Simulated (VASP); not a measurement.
**Al3Cu: single point with PBEsol**

Crystal: Al3Cu.

```
CELL_PARAMETERS angstrom
2.71622 0.00000 0.00000
0.00000 2.71622 0.00000
0.00000 0.00000 7.23255
ATOMIC_POSITIONS crystal
Al 0.00000 0.00000 0.50000
Al 0.50000 0.50000 0.27317
Al 0.50000 0.50000 0.72683
Cu 0.00000 0.00000 0.00000
```

This cell differs from its parent crystal: strained.

```json
{"Program": "VASP 6.6.1", "Task": "single point", "Functional": "PBEsol", "Potentials or basis": "VASP PAW PBE potentials, release 64 (Al, Cu)", "Cutoff": "520 eV", "k mesh": "16 × 16 × 6", "Occupations": "gaussian, width 0.1 eV", "Spin": "no spin polarisation"}
```

| Quantity | Value |
| --- | --- |
| Pressure | 15.9 GPa |
| Largest force | 3.125 eV/Å |
| Band gap on the k mesh | zero (bands 10 and 11 overlap by 6.31 eV) |

Forces on the atoms (eV/Å):
```
Al   0.000  0.000  0.000
Al   0.000  0.000 -3.125
Al   0.000  0.000  3.125
Cu   0.000  0.000  0.000
```

Stress tensor (GPa, compression positive):
```
14.14  0.00  0.00
 0.00 14.14  0.00
 0.00  0.00 19.30
```

Levels at points of the mesh, in eV from the Fermi level:
| k point | band 8 | band 9 | band 10 | band 11 | band 12 | band 13 |
| --- | --- | --- | --- | --- | --- | --- |
| (0.00, 0.00, 0.00) | -2.55 | -1.43 | 1.14 | 5.00 | 5.93 | 5.93 |
| (0.50, 0.00, 0.00) | -3.01 | -2.85 | -2.41 | -0.99 | 3.31 | 4.20 |
| (0.50, 0.50, 0.00) | -2.07 | -0.98 | -0.07 | -0.07 | 0.25 | 1.05 |
| (0.00, 0.00, 0.50) | -2.95 | -2.55 | 4.90 | 4.98 | 6.05 | 6.05 |
| (0.50, 0.00, 0.50) | -2.85 | -2.34 | -0.59 | -0.28 | 0.55 | 1.09 |
| (0.50, 0.50, 0.50) | -2.14 | -1.40 | -1.35 | -1.35 | 0.54 | 2.49 |

Run time: 4.1 min on 1 thread of Intel Xeon 8259CL, on a shared host, peak memory 0.28 GiB.

Caveat: the cell differs from its parent crystal (strained); the stress differs along the axes, from 14 to 19 GPa; the PAW data sets were made with another functional, which shifts forces and pressure a little.
